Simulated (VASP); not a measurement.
# Pd (Im-3m) in VASP: notebook

Pd is run at these levels: LDA, revPBE+D3(BJ), revPBE+D4; tasks: single point.

Program: VASP 6.6.1. These are calculated values, not measurements. Logs are shortened: lines on timing, memory, paths and dates and some standing lists are left out, and cuts for length are marked.

### Step 1. The cell of the first run

It takes space group Im-3m (No. 229, cubic). The conventional cell has a = 3.145 Å, b = 3.145 Å, c = 3.145 Å, α = 90.00°, β = 90.00°, γ = 90.00°. Within 3.6 Å of Pd (site symmetry m-3m) lie 14 Pd at 2.72 to 3.14 Å.

### Step 2. Single point, LDA

Contents of INCAR:

```
PREC     = Accurate       # precision mode
ENCUT    = 520            # plane-wave cutoff, eV
EDIFF    = 1E-6           # SCF threshold, eV
ISMEAR   = -1             # smearing method
SIGMA    = 0.05           # smearing width, eV
LREAL    = False          # projectors in reciprocal space
LASPH    = True           # aspherical terms in the spheres
NELM     = 60             # most SCF steps
ALGO     = Normal         # electronic algorithm
ISIF     = 2              # what is computed and relaxed
LWAVE    = False          # write WAVECAR
LCHARG   = False          # write CHGCAR
GGA      = CA             # functional
NBANDS   = 11             # bands
```

Contents of KPOINTS:

```
Automatic mesh
0
Gamma
  12 12 12
```

Contents of POSCAR:

```
Pd
1.0
   -1.5722810000      1.5722810000      1.5722810000
    1.5722810000     -1.5722810000      1.5722810000
    1.5722810000      1.5722810000     -1.5722810000
Pd
1
Direct
    0.0000000000      0.0000000000      0.0000000000
```

Potentials or basis: VASP PAW LDA potentials, release 64 (Pd).

Launch:

```console
$ cat potpaw_LDA.64/Pd/POTCAR > POTCAR
$ mpirun -np 1 vasp_std > vasp.out
```

OUTCAR:

```text
PREC = Accurate
   ENCUT = 520
   EDIFF = 1E-6
   ISMEAR = -1
   LREAL = False
   LASPH = True
   NELM = 60
   ISIF = 2
   GGA = CA

 ion  position               nearest neighbor table
   1  0.000  0.000  0.000-

  LATTYP: Found a body centered cubic cell.
 ALAT       =     3.1445620000

  Lattice vectors:

 A1 = (  -1.5722810000,   1.5722810000,   1.5722810000)
 A2 = (   1.5722810000,  -1.5722810000,   1.5722810000)
 A3 = (   1.5722810000,   1.5722810000,  -1.5722810000)

Analysis of symmetry for initial positions (statically):
=====================================================================
 Subroutine PRICEL returns:
 Original cell was already a primitive cell.

 Routine SETGRP: Setting up the symmetry group for a
 body centered cubic supercell.

 Subroutine GETGRP returns: Found 48 space group operations
[... 9 lines left out ...]

 Routine SETGRP: Setting up the symmetry group for a
 body centered cubic supercell.

 Subroutine GETGRP returns: Found 48 space group operations
[... 11 lines left out ...]
                                     Primitive cell

  volume of cell :      15.5471

  direct lattice vectors                    reciprocal lattice vectors
    -1.572281000  1.572281000  1.572281000     0.000000000  0.318009313  0.318009313
     1.572281000 -1.572281000  1.572281000     0.318009313  0.000000000  0.318009313
     1.572281000  1.572281000 -1.572281000     0.318009313  0.318009313  0.000000000

  length of vectors
     2.723270576  2.723270576  2.723270576     0.449733083  0.449733083  0.449733083

  position of ions in fractional coordinates (direct lattice)
     0.000000000  0.000000000  0.000000000

  ion indices of the primitive-cell ions
   primitive index   ion index
                 1           1

----------------------------------------------------------------------------------------

 KPOINTS: Automatic mesh

Automatic generation of k-mesh.
 Grid dimensions read from file:
 generate k-points for:   12   12   12

 Generating k-lattice:

  Cartesian coordinates                     Fractional coordinates (reciprocal lattice)
     0.000000000  0.026500776  0.026500776     0.083333333  0.000000000  0.000000000
     0.026500776  0.000000000  0.026500776     0.000000000  0.083333333  0.000000000
     0.026500776  0.026500776  0.000000000     0.000000000  0.000000000  0.083333333

  Length of vectors
     0.037477757  0.037477757  0.037477757

  Shift w.r.t. Gamma in fractional coordinates (k-lattice)
     0.000000000  0.000000000  0.000000000

 Subroutine IBZKPT returns following result:
 ===========================================

 Found     72 irreducible k-points:

 Following reciprocal coordinates:
            Coordinates               Weight
  0.000000  0.000000  0.000000      1.000000
  0.083333  0.000000  0.000000     12.000000
  0.166667  0.000000  0.000000     12.000000
  0.250000  0.000000  0.000000     12.000000
  0.333333  0.000000  0.000000     12.000000
  0.416667  0.000000  0.000000     12.000000
[... 16 lines left out ...]
  0.333333  0.083333  0.083333     24.000000
  0.416667  0.083333  0.083333     12.000000
 [... further k-points ...]
   k-points           NKPTS =     72   k-points in BZ     NKDIM =     72   number of bands    NBANDS=     11
   number of dos      NEDOS =    301   number of ions     NIONS =      1
   total plane-waves  NPLWV =   8000
   dimension x,y,z NGX =    20 NGY =   20 NGZ =   20
   dimension x,y,z NGXF=    40 NGYF=   40 NGZF=   40
   ions per type =               1
   NGX,Y,Z   is equivalent  to a cutoff of  12.21, 12.21, 12.21 a.u.
   NGXF,Y,Z  is equivalent  to a cutoff of  24.42, 24.42, 24.42 a.u.
 SYSTEM =  unknown system
   PREC   = accura    normal or accurate (medium, high low for compatibility)
   ISTART =      0    job   : 0-new  1-cont  2-samecut
   ICHARG =      2    charge: 1-file 2-atom 10-const
   ISPIN  =      1    spin polarized calculation?
   LNONCOLLINEAR =      F non collinear calculations
   LSORBIT =      F    spin-orbit coupling
   LASPH  =      T    aspherical Exc in radial PAW
   ENCUT  =  520.0 eV  38.22 Ry    6.18 a.u.   5.06  5.06  5.06*2*pi/ulx,y,z
   NELM   =     60;   NELMIN=  2; NELMDL= -5     # of ELM steps
   EDIFF  = 0.1E-05   stopping-criterion for ELM
   LREAL  =      F    real-space projection
   EDIFFG = 0.1E-04   stopping-criterion for IOM
   NSW    =      0    number of steps for IOM
   IBRION =     -1    ionic relax: 0-MD 1-quasi-New 2-CG
   NFREE  =      0    steps in history (QN), initial steepest desc. (CG)
   ISIF   =      2    stress and relaxation
   ISYM   =      2    0-nonsym 1-usesym 2-fastsym
   POTIM  = 0.5000    time-step for ionic-motion
   TEBEG  =    0.0;   TEEND  =   0.0 temperature during run
   PSTRESS=    0.0 pullay stress
   NELECT =      10.0000    total number of electrons
   NUPDOWN=      -1.0000    fix difference up-down
   EMIN   =  10.00;   EMAX   =-10.00  energy-range for DOS
   EFERMI =   0.00;   METHOD = LEGACY
   ISMEAR =    -1;   SIGMA  =   0.05  broadening in eV -4-tet -1-fermi 0-gaus
   EFERMI_NEDOS =   21; number of points for ismear=-14 and -15
   IALGO  =     38    algorithm
   IMIX   =      4    mixing-type and parameters
     AMIX     =   0.40;   BMIX     =  1.00
     AMIX_MAG =   1.60;   BMIX_MAG =  1.00
  volume/ion in A,a.u.               =      15.55       104.92
  Fermi-wavevector in a.u.,A,eV,Ry     =   1.413160  2.670485 27.171123  1.997021
  Thomas-Fermi vector in A             =   2.534834
   LORBIT       =      0    0 simple, 1 ext, 2 COOP (PROOUT), +10 PAW based schemes
   GGA     = CA    functional components
   LHFCALC =     F    Hartree Fock is set to
   AEXX    =    0.0000 exact exchange contribution
   IVDW    =     0    specifies the selected vdW correction
   LEPSILON=     F    determine dielectric tensor
   LRPA    =     F    only Hartree local field effects (RPA)
 non-spin polarized calculation
  energy-cutoff  :      520.00
  volume of cell :       15.55
 maximum number of plane-waves:       430
   NGX = 11   NGY = 11   NGZ = 11

 number of electron      10.0000005 magnetization

 Free energy of the ion-electron system (eV)
  ---------------------------------------------------
  ext. energy  EPLUGINS =         0.00000000
  ---------------------------------------------------
  free energy    TOTEN  =        -6.38000578 eV

  energy without entropy =       -6.36959017  energy(sigma->0) =       -6.37479797

 E-fermi :   8.6918     XC(G=0): -13.1950

 val. band max:        8.6839301130   @ k =  -0.2500   0.2500   0.1667
 cond. band min:       8.7671592180   @ k =  -0.4167   0.4167   0.2500
 fundamental gap:      0.0832291050
 Fermi energy:         8.6917764243

 k-point     1 :       0.0000    0.0000    0.0000
  band No.  band energies     occupation
      1       1.8866      2.00000
      2       5.9520      2.00000
      3       5.9520      2.00000
      4       5.9520      2.00000
      5       7.8432      2.00000
      6       7.8432      2.00000
      7      27.9174      0.00000
      8      27.9174      0.00000
      9      27.9174      0.00000
     10      34.8846      0.00000
     11      36.0047      0.00000

 k-point     2 :       0.0833    0.0000    0.0000
  band No.  band energies     occupation
      1       2.1400      2.00000
      2       5.8691      2.00000
      3       5.9556      2.00000
      4       6.1290      2.00000
      5       7.7492      2.00000
      6       7.8495      2.00000
      7      27.7004      0.00000
      8      27.9301      0.00000
      9      28.2121      0.00000
     10      33.9462      0.00000
     11      34.4337      0.00000

 k-point     3 :       0.1667    0.0000    0.0000
  band No.  band energies     occupation
      1       2.8317      2.00000
      2       5.6496      2.00000
      3       5.9703      2.00000
      4       6.6363      2.00000
      5       7.5808      2.00000
      6       7.8723      2.00000
      7      26.4273      0.00000
      8      27.5041      0.00000
      9      29.0233      0.00000
     10      32.8529      0.00000
     11      32.8777      0.00000

 k-point     4 :       0.2500    0.0000    0.0000
  band No.  band energies     occupation
      1       3.6307      2.00000
      2       5.3642      2.00000
      3       6.2212      2.00000
      4       7.3961      2.00000
      5       7.5339      2.00000
      6       7.9171      2.00000
      7      23.7077      0.00000
      8      26.2604      0.00000
      9      30.1434      0.00000
     10      30.5311      0.00000
     11      32.5526      0.00000

 k-point     5 :       0.3333    0.0000    0.0000
  band No.  band energies     occupation
      1       3.9156      2.00000
      2       5.0938      2.00000
      3       7.2824      2.00000
      4       7.6710      2.00000
      5       7.9786      2.00000
      6       8.2583      1.99966
      7      20.4996      0.00000
      8      24.9196      0.00000
      9      28.1582      0.00000
     10      31.2654      0.00000
     11      32.8868      0.00000

 k-point     6 :       0.4167    0.0000    0.0000
  band No.  band energies     occupation
      1       3.8248      2.00000
      2       4.9043      2.00000
      3       7.7037      2.00000
      4       8.0350      2.00000
      5       8.9797      0.00629
      6       9.0931      0.00065
      7      17.6018      0.00000
      8      23.9906      0.00000
      9      26.4876      0.00000
     10      32.0729      0.00000
     11      33.3468      0.00000

 k-point     7 :       0.5000    0.0000    0.0000
  band No.  band energies     occupation
      1       3.7589      2.00000
      2       4.8365      2.00000
      3       7.7592      2.00000
      4       8.0582      1.99999
      5       9.2692      0.00002
      6      10.1383      0.00000
      7      16.1741      0.00000
      8      23.6636      0.00000
      9      25.8758      0.00000
     10      32.3622      0.00000
     11      33.6177      0.00000

 k-point     8 :       0.0833    0.0833    0.0000
  band No.  band energies     occupation
      1       2.6184      2.00000
      2       5.7772      2.00000
      3       5.8599      2.00000
      4       6.5132      2.00000
      5       7.5974      2.00000
      6       7.8838      2.00000
      7      27.0920      0.00000
      8      27.7251      0.00000
      9      28.5769      0.00000
     10      32.2895      0.00000
     11      33.1619      0.00000
[... 141 lines left out ...]
 k-point    19 :       0.3333    0.3333    0.0000
  band No.  band energies     occupation
      1       4.6530      2.00000
      2       5.7123      2.00000
      3       5.7123      2.00000
      4       8.0183      2.00000
      5       8.0183      2.00000
      6      16.2293      0.00000
      7      16.2293      0.00000
      8      16.8757      0.00000
      9      25.8038      0.00000
     10      32.3598      0.00000
     11      32.3598      0.00000

 k-point    20 :       0.0833    0.0833    0.0833
  band No.  band energies     occupation
      1       3.2624      2.00000
      2       5.6004      2.00000
      3       5.6004      2.00000
      4       7.2448      2.00000
      5       7.7340      2.00000
      6       7.7340      2.00000
      7      26.3266      0.00000
      8      26.3266      0.00000
      9      29.1542      0.00000
     10      29.1572      0.00000
     11      34.8741      0.00000

 k-point    21 :       0.1667    0.0833    0.0833
  band No.  band energies     occupation
      1       4.0729      2.00000
      2       5.3087      2.00000
      3       5.5687      2.00000
      4       7.6653      2.00000
      5       7.8691      2.00000
      6       8.2820      1.99945
      7      23.8835      0.00000
      8      25.1493      0.00000
      9      26.6215      0.00000
     10      30.1863      0.00000
     11      34.8496      0.00000

 k-point    22 :       0.2500    0.0833    0.0833
  band No.  band energies     occupation
      1       4.3345      2.00000
      2       5.0602      2.00000
      3       6.2510      2.00000
      4       7.7149      2.00000
      5       7.9754      2.00000
      6       9.6019      0.00000
      7      20.6548      0.00000
      8      24.0074      0.00000
      9      25.0918      0.00000
     10      31.4103      0.00000
     11      34.7974      0.00000

 k-point    23 :       0.3333    0.0833    0.0833
  band No.  band energies     occupation
      1       4.1953      2.00000
      2       4.8970      2.00000
      3       7.2484      2.00000
      4       7.8021      2.00000
      5       8.0448      2.00000
      6      11.1389      0.00000
      7      17.6982      0.00000
      8      23.2155      0.00000
      9      24.0213      0.00000
     10      32.3802      0.00000
     11      34.7555      0.00000

 k-point    24 :       0.4167    0.0833    0.0833
  band No.  band energies     occupation
      1       4.1183      2.00000
      2       4.8403      2.00000
      3       7.6888      2.00000
      4       7.8388      2.00000
      5       8.0694      1.99999
      6      12.1761      0.00000
      7      16.1431      0.00000
      8      22.9348      0.00000
      9      23.6090      0.00000
     10      32.7342      0.00000
     11      34.7452      0.00000

 [... further k-points ...]
[... 5 lines left out ...]
  --------------------------------------------------------------------------------------
  -------------------------------------------------------------------------------------
  Total       -1.4639002     -1.4639002     -1.4639002      0.0000000      0.0000000      0.0000000
  in kB     -150.8591166   -150.8591166   -150.8591166      0.0000000      0.0000000      0.0000000
  external PRESSURE =    -150.8591166 kB  Pullay stress =       0.0000000 kB

 VOLUME and BASIS-vectors are now :
 -----------------------------------------------------------------------------
  energy-cutoff  :      520.00
  volume of cell :       15.55
      direct lattice vectors                 reciprocal lattice vectors
    -1.572281000  1.572281000  1.572281000     0.000000000  0.318009313  0.318009313
     1.572281000 -1.572281000  1.572281000     0.318009313  0.000000000  0.318009313
     1.572281000  1.572281000 -1.572281000     0.318009313  0.318009313  0.000000000

 POSITION                                       TOTAL-FORCE (eV/Angst)
 -----------------------------------------------------------------------------------
      0.00000      0.00000      0.00000         0.000000     -0.000000      0.000000
 -----------------------------------------------------------------------------------
    total drift:                                0.000000     -0.000000      0.000000

  FREE ENERGIE OF THE ION-ELECTRON SYSTEM (eV)
  ---------------------------------------------------
  free  energy   TOTEN  =        -6.3800057770 eV

  energy  without entropy=       -6.3695901677  energy(sigma->0) =       -6.37479797
```

Run time: 18 s. Hardware: 1 thread of AMD EPYC 7R13, shared host; peak memory 0.09 GiB.

What came out:

```
Free energy            : -6.3800 eV
Pressure               : -15.1 GPa
Band gap on the k mesh : zero (band 5 reaches 9.27 eV, above the bottom of band 6 at 7.73 eV)
```

Levels at points of the mesh, in eV from the Fermi level:
```tsv
k point	band 1	band 2	band 3	band 4	band 5	band 6	band 7	band 8	band 9	band 10
(0.00, 0.00, 0.00)	-6.81	-2.74	-2.74	-2.74	-0.85	-0.85	19.23	19.23	19.23	26.19
(0.50, 0.00, 0.00)	-4.93	-3.86	-0.93	-0.63	0.58	1.45	7.48	14.97	17.18	23.67
(0.50, 0.50, 0.50)	-4.82	-4.82	0.22	0.22	0.22	8.95	8.95	8.95	16.75	17.17
```

(Part 1 of 2 ends here.)
